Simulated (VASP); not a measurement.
Input of a VASP 6.6.1 run:

Contents of INCAR:

```
PREC = Accurate
ENCUT = 500
EDIFF = 1E-6
ISMEAR = 0
SIGMA = 0.01
LREAL = F
LASPH = T
NELM = 120
ALGO = Normal
ISIF = 2
LWAVE = F
LCHARG = F
GGA = PE
NBANDS = 15
GGA_COMPAT = F
```

File KPOINTS:

```
regular mesh
0
Gamma
  2 2 2
```

File POSCAR:

```
CaSe
1.0
    0.0000000000      3.1118874333      3.1118874333
    3.1118874333      0.0000000000      3.1118874333
    3.1118874333      3.1118874333      0.0000000000
Ca Se
1 1
Direct
    0.0000000000      0.0000000000      0.0000000000
    0.5000000000      0.5000000000      0.5000000000
```

Potentials or basis: VASP PAW PBE potentials, release 64 (Ca_sv, Se).

The run is started by

```console
$ cat potpaw_PBE.64/Ca_sv/POTCAR potpaw_PBE.64/Se/POTCAR > POTCAR
$ mpirun -np 1 vasp_std > vasp.out
```

Q: Predict the band gap on the k mesh.

A: 2.14 eV (least direct gap 2.52 eV).

Q: Estimate the pressure.

A: -2.6 GPa.

Caveat: the k points lie up to 0.87 Å⁻¹ apart, too coarse for converged energies, forces and pressures. A k mesh can miss the band edges.
